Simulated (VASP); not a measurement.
# TiO2 (P2_1/c) in VASP: further runs, part 2 of 3

VASP 6.6.1. The steps go on from the part before.

## Step 3: Single point, PBE+D3(BJ)

This run uses another cell than the first one, of 9.68 Å³/atom.

File INCAR:

```
ALGO = Normal
EDIFF = 1E-6
ENCUT = 520
GGA = PE
ISIF = 2
ISMEAR = -1
IVDW = 12
LASPH = True
LCHARG = False
LREAL = False
LWAVE = False
NBANDS = 60
NELM = 100
PREC = Accurate
SIGMA = 0.05
```

File KPOINTS:

```
k-points
0
Gamma
  6 6 6
```

File POSCAR:

```
TiO2
1.0
    4.8029350057      0.0000000000     -0.0013144113
    0.0000000000      4.8771607785      0.0000000000
   -0.8624911304      0.0000000000      4.9612620774
Ti O
4 8
Direct
    0.2779498580      0.0549826558      0.2143948343
    0.7220501420      0.5549826558      0.2856051657
    0.7220501420      0.9450173442      0.7856051657
    0.2779498580      0.4450173442      0.7143948343
    0.0642354068      0.1750906850      0.8488309469
    0.9357645932      0.6750906850      0.6511690531
    0.9357645932      0.8249093150      0.1511690531
    0.0642354068      0.3249093150      0.3488309469
    0.4443276523      0.7583474582      0.4667817272
    0.5556723477      0.2583474582      0.0332182728
    0.5556723477      0.2416525418      0.5332182728
    0.4443276523      0.7416525418      0.9667817272
```

Potentials or basis: VASP PAW PBE potentials, release 64 (Ti_sv, O).

Started as:

```sh
cat potpaw_PBE.64/Ti_sv/POTCAR potpaw_PBE.64/O/POTCAR > POTCAR
mpirun -np 1 vasp_std > vasp.out
```

OUTCAR:

```text
EDIFF = 1E-6
   ENCUT = 520
   GGA = PE
   ISIF = 2
   ISMEAR = -1
   IVDW = 12
   LASPH = True
   LREAL = False
   NELM = 100
   PREC = Accurate
 IVDW          = 12

 ion  position               nearest neighbor table
   1  0.278  0.055  0.214-   8 1.87   7 1.97   9 2.00  10 2.00   5 2.03  11 2.11  12 2.21
   2  0.722  0.555  0.286-   7 1.87   8 1.97  10 2.00   9 2.00   6 2.03  12 2.11  11 2.21
   3  0.722  0.945  0.786-   6 1.87   5 1.97  11 2.00  12 2.00   7 2.03   9 2.11  10 2.21
   4  0.278  0.445  0.714-   5 1.87   6 1.97  12 2.00  11 2.00   8 2.03  10 2.11   9 2.21
   5  0.064  0.175  0.849-   4 1.87   3 1.97   1 2.03
   6  0.936  0.675  0.651-   3 1.87   4 1.97   2 2.03
   7  0.936  0.825  0.151-   2 1.87   1 1.97   3 2.03
   8  0.064  0.325  0.349-   1 1.87   2 1.97   4 2.03
   9  0.444  0.758  0.467-   1 2.00   2 2.00   3 2.11   4 2.21
  10  0.556  0.258  0.033-   2 2.00   1 2.00   4 2.11   3 2.21
  11  0.556  0.242  0.533-   3 2.00   4 2.00   1 2.11   2 2.21
  12  0.444  0.742  0.967-   4 2.00   3 2.00   2 2.11   1 2.21

  LATTYP: Found a simple monoclinic cell.
 ALAT       =     4.8029351856
 B/A-ratio  =     1.0154542150
 C/A-ratio  =     1.0484576155
 COS(beta)  =    -0.1715458235

  Lattice vectors:

 A1 = (   4.8029350057,   0.0000000000,  -0.0013144113)
 A2 = (   0.0000000000,   4.8771607785,   0.0000000000)
 A3 = (  -0.8624911304,   0.0000000000,   4.9612620774)

Analysis of symmetry for initial positions (statically):
=====================================================================
 Subroutine PRICEL returns:
 Original cell was already a primitive cell.

 Routine SETGRP: Setting up the symmetry group for a
 simple monoclinic supercell.

 Subroutine GETGRP returns: Found  4 space group operations
 (whereof  2 operations were pure point group operations)
 out of a pool of  4 trial point group operations.

The static configuration has the point symmetry S_2 .
 The point group associated with its full space group is C_2h.

Analysis of symmetry for dynamics (positions and initial velocities):
=====================================================================
 Subroutine PRICEL returns:
 Original cell was already a primitive cell.

 Routine SETGRP: Setting up the symmetry group for a
 simple monoclinic supercell.

 Subroutine GETGRP returns: Found  4 space group operations
 (whereof  2 operations were pure point group operations)
 out of a pool of  4 trial point group operations.

The dynamic configuration has the point symmetry S_2 .
 The point group associated with its full space group is C_2h.

 Subroutine INISYM returns: Found  4 space group operations
 (whereof  2 operations are pure point group operations),
 and found     1 'primitive' translations

----------------------------------------------------------------------------------------

                                     Primitive cell

  volume of cell :     116.2105

  direct lattice vectors                    reciprocal lattice vectors
[... 61 lines left out ...]

 Following reciprocal coordinates:
            Coordinates               Weight
  0.000000  0.000000  0.000000      1.000000
  0.166667  0.000000  0.000000      2.000000
  0.333333  0.000000  0.000000      2.000000
  0.500000  0.000000  0.000000      1.000000
  0.000000  0.166667  0.000000      2.000000
  0.166667  0.166667  0.000000      4.000000
[... 16 lines left out ...]
 -0.000000  0.166667  0.166667      4.000000
  0.166667  0.166667  0.166667      4.000000
 [... further k-points ...]
   k-points           NKPTS =     80   k-points in BZ     NKDIM =     80   number of bands    NBANDS=     60
   number of dos      NEDOS =    301   number of ions     NIONS =     12
   total plane-waves  NPLWV =  51840
   dimension x,y,z NGX =    36 NGY =   36 NGZ =   40
   dimension x,y,z NGXF=    72 NGYF=   72 NGZF=   80
   ions per type =               4   8
   NGX,Y,Z   is equivalent  to a cutoff of  12.46, 12.27, 13.21 a.u.
   NGXF,Y,Z  is equivalent  to a cutoff of  24.92, 24.54, 26.41 a.u.
 SYSTEM =  unknown system
   PREC   = accura    normal or accurate (medium, high low for compatibility)
   ISTART =      0    job   : 0-new  1-cont  2-samecut
   ICHARG =      2    charge: 1-file 2-atom 10-const
   ISPIN  =      1    spin polarized calculation?
   LNONCOLLINEAR =      F non collinear calculations
   LSORBIT =      F    spin-orbit coupling
   LASPH  =      T    aspherical Exc in radial PAW
   ENCUT  =  520.0 eV  38.22 Ry    6.18 a.u.   8.93  9.07  9.36*2*pi/ulx,y,z
   NELM   =    100;   NELMIN=  2; NELMDL= -5     # of ELM steps
   EDIFF  = 0.1E-05   stopping-criterion for ELM
   LREAL  =      F    real-space projection
[... 7 lines left out ...]
   TEBEG  =    0.0;   TEEND  =   0.0 temperature during run
   PSTRESS=    0.0 pullay stress
   NELECT =      96.0000    total number of electrons
   NUPDOWN=      -1.0000    fix difference up-down
   EMIN   =  10.00;   EMAX   =-10.00  energy-range for DOS
   EFERMI =   0.00;   METHOD = LEGACY
   ISMEAR =    -1;   SIGMA  =   0.05  broadening in eV -4-tet -1-fermi 0-gaus
   EFERMI_NEDOS =   21; number of points for ismear=-14 and -15
   IALGO  =     38    algorithm
   IMIX   =      4    mixing-type and parameters
     AMIX     =   0.40;   BMIX     =  1.00
     AMIX_MAG =   1.60;   BMIX_MAG =  1.00
  volume/ion in A,a.u.               =       9.68        65.35
  Fermi-wavevector in a.u.,A,eV,Ry     =   1.536091  2.902790 32.103955  2.359574
  Thomas-Fermi vector in A             =   2.642788
   LORBIT       =      0    0 simple, 1 ext, 2 COOP (PROOUT), +10 PAW based schemes
   GGA     = PE    functional components
   LHFCALC =     F    Hartree Fock is set to
   AEXX    =    0.0000 exact exchange contribution
   IVDW    =    12    specifies the selected vdW correction
   LEPSILON=     F    determine dielectric tensor
   LRPA    =     F    only Hartree local field effects (RPA)
 non-spin polarized calculation
  energy-cutoff  :      520.00
  volume of cell :      116.21
 maximum number of plane-waves:      3164
   NGX = 17   NGY = 19   NGZ = 19

 number of electron      96.0000014 magnetization

 Free energy of the ion-electron system (eV)
  ---------------------------------------------------
  ext. energy  EPLUGINS =         0.00000000
  ---------------------------------------------------
  free energy    TOTEN  =      -106.92252521 eV

  energy without entropy =     -106.92252521  energy(sigma->0) =     -106.92252521

 E-fermi :   6.7998     XC(G=0): -11.8739

 val. band max:        5.6972602341   @ k =   0.0000   0.0000   0.0000
 cond. band min:       7.9694462786   @ k =   0.5000   0.0000   0.0000
 fundamental gap:      2.2721860445
 Fermi energy:         6.7998174853

 k-point     1 :       0.0000    0.0000    0.0000
  band No.  band energies     occupation
      1     -50.9824      2.00000
      2     -50.9461      2.00000
      3     -50.9440      2.00000
      4     -50.9428      2.00000
      5     -27.4121      2.00000
      6     -27.3912      2.00000
[... 1501 lines left out ...]
     59      10.1474      0.00000
     60      10.3016      0.00000

 [... further k-points ...]

------------------------ aborting loop because EDIFF is reached ----------------------------------------

 Edisp (eV)   -3.19914

 E8    (eV) :    -1.2709

  FORCE on cell =-STRESS in cart. coord.  units (eV):
  Direction    XX          YY          ZZ          XY          YZ          ZX
  --------------------------------------------------------------------------------------
  -------------------------------------------------------------------------------------
  Total       0.62129     0.59578     0.54955     0.00000     0.00000     0.00652
  in kB       8.56569     8.21388     7.57650     0.00000     0.00000     0.08992
  external pressure =        8.12 kB  Pullay stress =        0.00 kB

 VOLUME and BASIS-vectors are now :
 -----------------------------------------------------------------------------
  energy-cutoff  :      520.00
  volume of cell :      116.21
      direct lattice vectors                 reciprocal lattice vectors
     4.802935006  0.000000000 -0.001314411     0.208215930  0.000000000  0.036197320
     0.000000000  4.877160779  0.000000000     0.000000000  0.205037325  0.000000000
    -0.862491130  0.000000000  4.961262077     0.000055164  0.000000000  0.201571206

 POSITION                                       TOTAL-FORCE (eV/Angst)
 -----------------------------------------------------------------------------------
      1.15006      0.26816      1.06330         0.031564     -0.042977     -0.005377
      3.22163      2.70674      1.41601        -0.031564     -0.042977      0.005377
      2.79038      4.60900      3.89664        -0.031564      0.042977      0.005377
      0.71882      2.17042      3.54393         0.031564      0.042977     -0.005377
     -0.42359      0.85395      4.21119        -0.023421     -0.022970      0.003383
      3.93279      3.29253      3.22939         0.023421     -0.022970     -0.003383
      4.36403      4.02322      0.74876         0.023421      0.022970     -0.003383
      0.00765      1.58463      1.73056        -0.023421      0.022970      0.003383
      1.73148      3.69858      2.31524        -0.028471     -0.008000      0.017298
      2.64021      1.26000      0.16407         0.028471     -0.008000     -0.017298
      2.20896      1.17858      2.64471         0.028471      0.008000     -0.017298
      1.30024      3.61716      4.79587        -0.028471      0.008000      0.017298
 -----------------------------------------------------------------------------------
    total drift:                               -0.000000      0.000000      0.000000

  FREE ENERGIE OF THE ION-ELECTRON SYSTEM (eV)
  ---------------------------------------------------
  free  energy   TOTEN  =      -110.1216654712 eV

  energy  without entropy=     -110.1216654711  energy(sigma->0) =     -110.12166547
```

Run time: 11 min. Hardware: 1 thread of Intel Xeon 8259CL, shared host; peak memory 0.49 GiB.

What came out:

* Free energy: -110.1217 eV
* Pressure: 0.8 GPa
* Largest force: 0.054 eV/Å
* Band gap on the k mesh: 2.27 eV (least direct gap 2.37 eV)
* Dispersion energy per atom: -0.267 eV

Forces in eV/Å, atoms in the order of the input:
```
Ti   0.032 -0.043 -0.005
Ti  -0.032 -0.043  0.005
Ti  -0.032  0.043  0.005
Ti   0.032  0.043 -0.005
O   -0.023 -0.023  0.003
O    0.023 -0.023 -0.003
O    0.023  0.023 -0.003
O   -0.023  0.023  0.003
O   -0.028 -0.008  0.017
O    0.028 -0.008 -0.017
O    0.028  0.008 -0.017
O   -0.028  0.008  0.017
```

A k mesh can miss the band edges.

## Step 4: Single point, PBEsol

This run uses another cell than the first one, of 9.54 Å³/atom.

File INCAR:

```
SYSTEM = TiO2
  PREC = Accurate
  ENCUT = 520
  EDIFF = 1E-6
  ISMEAR = -1
  SIGMA = 0.05
  LREAL = .FALSE.
  LASPH = .TRUE.
  NELM = 100
  ALGO = Normal
  ISIF = 2
  LWAVE = .FALSE.
  LCHARG = .FALSE.
  GGA = PS
  NBANDS = 60
```

File KPOINTS:

```
regular mesh
0
G
  6 6 6
  0 0 0
```

File POSCAR:

```
TiO2
1.0
    4.7806673481      0.0000000000     -0.0079303361
    0.0000000000      4.8611429392      0.0000000000
   -0.8653261664      0.0000000000      4.9269774960
Ti O
4 8
Direct
    0.2786196871      0.0549796006      0.2135953266
    0.7213803129      0.5549796006      0.2864046734
    0.7213803129      0.9450203994      0.7864046734
    0.2786196871      0.4450203994      0.7135953266
    0.0652183471      0.1721792945      0.8466838820
    0.9347816529      0.6721792945      0.6533161180
    0.9347816529      0.8278207055      0.1533161180
    0.0652183471      0.3278207055      0.3466838820
    0.4437628791      0.7585946057      0.4694497286
    0.5562371209      0.2585946057      0.0305502714
    0.5562371209      0.2414053943      0.5305502714
    0.4437628791      0.7414053943      0.9694497286
```

Started as:

```sh
cat potpaw_PBE.64/Ti_sv/POTCAR potpaw_PBE.64/O/POTCAR > POTCAR
mpirun -np 1 vasp_std > vasp.out
```

Wall time 12 min (1 thread of Intel Xeon 8259CL, shared host); peak memory 0.48 GiB.

It converged, with:

```
Free energy            : -112.1458 eV
Pressure               : 0.8 GPa
Largest force          : 0.049 eV/Å
Band gap on the k mesh : 2.23 eV (least direct gap 2.31 eV)
```

Forces on the atoms (eV/Å):
```
Ti   0.028 -0.040 -0.004
Ti  -0.028 -0.040  0.004
Ti  -0.028  0.040  0.004
Ti   0.028  0.040 -0.004
O   -0.025 -0.019 -0.002
O    0.025 -0.019  0.002
O    0.025  0.019  0.002
O   -0.025  0.019 -0.002
O   -0.027 -0.008  0.014
O    0.027 -0.008 -0.014
O    0.027  0.008 -0.014
O   -0.027  0.008  0.014
```

Levels at points of the mesh, in eV from the valence-band top:
| k point | band 45 | band 46 | band 47 | band 48 | band 49 | band 50 | band 51 | band 52 |
| --- | --- | --- | --- | --- | --- | --- | --- | --- |
| (0.00, 0.00, 0.00) | -0.69 | -0.65 | -0.02 | 0.00 | 2.43 | 2.49 | 2.93 | 3.03 |
| (0.50, 0.00, 0.00) | -0.88 | -0.79 | -0.50 | -0.09 | 2.23 | 2.86 | 2.90 | 3.02 |
| (0.00, 0.50, 0.00) | -1.00 | -1.00 | -0.40 | -0.40 | 2.83 | 2.83 | 3.20 | 3.20 |
| (0.50, 0.50, 0.00) | -1.03 | -1.03 | -0.80 | -0.80 | 2.72 | 2.72 | 2.95 | 2.95 |
| (0.00, 0.00, 0.50) | -1.13 | -1.13 | -0.43 | -0.43 | 2.63 | 2.63 | 2.84 | 2.84 |
| (0.50, 0.00, 0.50) | -1.16 | -1.16 | -0.63 | -0.63 | 2.32 | 2.32 | 3.28 | 3.28 |
| (0.00, 0.50, 0.50) | -1.17 | -1.17 | -0.85 | -0.85 | 2.66 | 2.66 | 2.79 | 2.79 |
| (0.50, 0.50, 0.50) | -1.24 | -1.24 | -0.95 | -0.95 | 2.54 | 2.54 | 2.92 | 2.92 |

Caveat: the PAW data sets were made with another functional, which shifts forces and pressure a little. A k mesh can miss the band edges.

(Continued in part 3 of 3.)
